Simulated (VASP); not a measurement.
# Pt (Fm-3m) in VASP: further runs, part 2 of 2

VASP 6.6.1.

## Step 4: Relaxation of cell and atoms, r2SCAN

This run uses another cell than the first one, of 15.09 Å³/atom.

POSCAR reads:

```
Pt
1.0
    0.0000000000      1.9613408845      1.9613408845
    1.9613408845      0.0000000000      1.9613408845
    1.9613408845      1.9613408845      0.0000000000
Pt
1
Direct
    0.0000000000      0.0000000000      0.0000000000
```

INCAR.step1 reads:

```
SYSTEM = Pt
PREC     = Accurate       ! precision mode
ENCUT    = 600            ! plane-wave cutoff, eV
ISMEAR   = -1             ! smearing method
SIGMA    = 0.08           ! smearing width, eV
LREAL    = .FALSE.        ! projectors in reciprocal space
LASPH    = .TRUE.         ! aspherical terms in the spheres
NELM     = 100            ! most SCF steps
GGA      = PE             ! functional
ALGO     = Normal         ! electronic algorithm
EDIFF    = 1E-4           ! SCF threshold, eV
LWAVE    = .TRUE.         ! write WAVECAR
LCHARG   = .FALSE.        ! write CHGCAR
```

INCAR.step2 reads:

```
SYSTEM = Pt
PREC     = Accurate       ! precision mode
ENCUT    = 600            ! plane-wave cutoff, eV
EDIFF    = 1E-7           ! SCF threshold, eV
ISMEAR   = -1             ! smearing method
SIGMA    = 0.08           ! smearing width, eV
LREAL    = .FALSE.        ! projectors in reciprocal space
LASPH    = .TRUE.         ! aspherical terms in the spheres
NELM     = 100            ! most SCF steps
ALGO     = Normal         ! electronic algorithm
ISIF     = 3              ! what is computed and relaxed
LWAVE    = .FALSE.        ! write WAVECAR
LCHARG   = .FALSE.        ! write CHGCAR
METAGGA  = R2SCAN         ! meta-GGA
LMIXTAU  = .TRUE.       
IBRION   = 2              ! ionic algorithm
NSW      = 60             ! ionic steps
EDIFFG   = -0.005         ! ionic threshold
ISTART   = 1
```

KPOINTS reads:

```
regular mesh
0
G
  17 17 17
  0 0 0
```

Potentials or basis: VASP PAW PBE potentials, release 64 (Pt).

Command:

```
$ cat potpaw_PBE.64/Pt/POTCAR > POTCAR
$ cp INCAR.step1 INCAR
$ mpirun -np 1 vasp_std > vasp.out
$ cp INCAR.step2 INCAR
$ mpirun -np 1 vasp_std > vasp.out
```

OUTCAR:

```text
SYSTEM = Pt
   PREC = Accurate
   ENCUT = 600
   EDIFF = 1E-7
   ISMEAR = -1
   LREAL = .FALSE.
   LASPH = .TRUE.
   NELM = 100
   ISIF = 3
   METAGGA = R2SCAN
   IBRION = 2
   NSW = 60
   EDIFFG = -0.005
   ISTART = 1

 ion  position               nearest neighbor table
   1  0.000  0.000  0.000-

  LATTYP: Found a face centered cubic cell.
 ALAT       =     3.9226817690

  Lattice vectors:

 A1 = (   0.0000000000,   1.9613408845,   1.9613408845)
 A2 = (   1.9613408845,   0.0000000000,   1.9613408845)
 A3 = (   1.9613408845,   1.9613408845,   0.0000000000)

Analysis of symmetry for initial positions (statically):
=====================================================================
 Subroutine PRICEL returns:
 Original cell was already a primitive cell.

[... 210 lines left out ...]
 Fermi energy:         9.8125693471

 k-point     1 :       0.0000    0.0000    0.0000
  band No.  band energies     occupation
      1       0.0553      2.00000
      2       6.2915      2.00000
      3       6.2915      2.00000
      4       6.2915      2.00000
      5       8.2297      2.00000
      6       8.2297      2.00000
      7      25.4539      0.00000
      8      30.2422      0.00000
      9      30.2422      0.00000
[... 345 lines left out ...]
--------------------------------------- Ionic step        4  -------------------------------------------

 number of electron      10.0000001 magnetization

 Free energy of the ion-electron system (eV)
  ---------------------------------------------------
  ext. energy  EPLUGINS =         0.00000000
  ---------------------------------------------------
  free energy    TOTEN  =       -51.52118816 eV

  energy without entropy =      -51.48731796  energy(sigma->0) =      -51.50425306

 E-fermi :  10.6896     XC(G=0): -14.5125

 val. band max:       10.6825255909   @ k =  -0.4706   0.2353   0.0588
 cond. band min:      10.7010447508   @ k =  -0.4706   0.1765   0.0000
 fundamental gap:      0.0185191599
 Fermi energy:        10.6896328496

 k-point     1 :       0.0000    0.0000    0.0000
  band No.  band energies     occupation
      1       0.3914      2.00000
      2       6.8816      2.00000
      3       6.8816      2.00000
      4       6.8816      2.00000
      5       8.9851      2.00000
      6       8.9851      2.00000
      7      26.2167      0.00000
      8      31.2867      0.00000
      9      31.2867      0.00000
[... 304 lines left out ...]
  FREE ENERGIE OF THE ION-ELECTRON SYSTEM (eV)
  ---------------------------------------------------
  free  energy   TOTEN  =       -51.5211881594 eV

  energy  without entropy=      -51.4873179555  energy(sigma->0) =      -51.50425306

 reached required accuracy - stopping structural energy minimisation
```

OUTCAR.step1:

```text
SYSTEM = Pt
   PREC = Accurate
   ENCUT = 600
   ISMEAR = -1
   LREAL = .FALSE.
   LASPH = .TRUE.
[... 505 lines left out ...]
 -----------------------------------------------------------------------------------
      0.00000      0.00000      0.00000         0.000000      0.000000     -0.000000
 -----------------------------------------------------------------------------------
    total drift:                                0.000000      0.000000     -0.000000

  FREE ENERGIE OF THE ION-ELECTRON SYSTEM (eV)
  ---------------------------------------------------
  free  energy   TOTEN  =        -6.1048902430 eV

  energy  without entropy=       -6.0700928796  energy(sigma->0) =       -6.08749156
```

It took 5.4 min on 1 thread of Intel Xeon 8259CL, shared host; peak memory 0.18 GiB.

Results:

```
Free energy                           : -51.5212 eV
Relaxed volume                        : 15.34 Å³/atom
Relaxed cell                          : a = 2.789 Å, b = 2.789 Å, c = 2.789 Å, α = 60.00°, β = 60.00°, γ = 60.00°
Space group after relaxing (to 0.1 Å) : Fm-3m (No. 225)
Energy gained by relaxing             : 3.7 meV/atom
Ionic steps                           : 4
Pressure after relaxing               : 0.0 GPa
Band gap on the k mesh                : zero (bands 5 and 6 overlap by 2.26 eV)
```

Step by step:
```tsv
step	energy change (eV)	largest force (eV/Å)	pressure (GPa)	volume (Å³)
1	0.0000	0.0000	4.76	15.09
2	0.0242	0.0000	-11.34	16.09
3	-0.0037	0.0000	-0.06	15.35
4	-0.0037	0.0000	0.03	15.34
```

Final structure:
```
Pt
1.0
     0.00000    1.97222    1.97222
     1.97222    0.00000    1.97222
     1.97222    1.97222    0.00000
Pt
1
Direct
  0.00000 0.00000 0.00000
```

Caveat: the PAW data sets were made with another functional, which shifts forces and pressure a little; spin-orbit coupling is left out, which moves the levels of the heavy elements.

## Step 5: The runs side by side

```tsv
task	cell	cutoff (eV)	gap on the mesh (eV)	pressure (GPa)
single point	a = 2.587 Å, angles 60.0°, 1 atom	520	none	112.5
single point	a = 2.787 Å, angles 60.0°, 1 atom	520	none	0.7
relaxation of cell and atoms	relaxed from a = 2.774 Å, angles 60.0°, 1 atom	600	none	0.0
```

Alike in all rows: level r2SCAN; potentials or basis VASP PAW PBE potentials, release 64 (Pt); no spin polarisation; k mesh 17 × 17 × 17; smearing fermi-dirac 0.08 eV.

Caveats: the PAW data sets were made with another functional, which shifts forces and pressure a little; spin-orbit coupling is left out, which moves the levels of the heavy elements; the cell stands under pressure (at least some runs).

Total energies depend on the potentials used, so only differences within one code and one set of settings carry meaning.
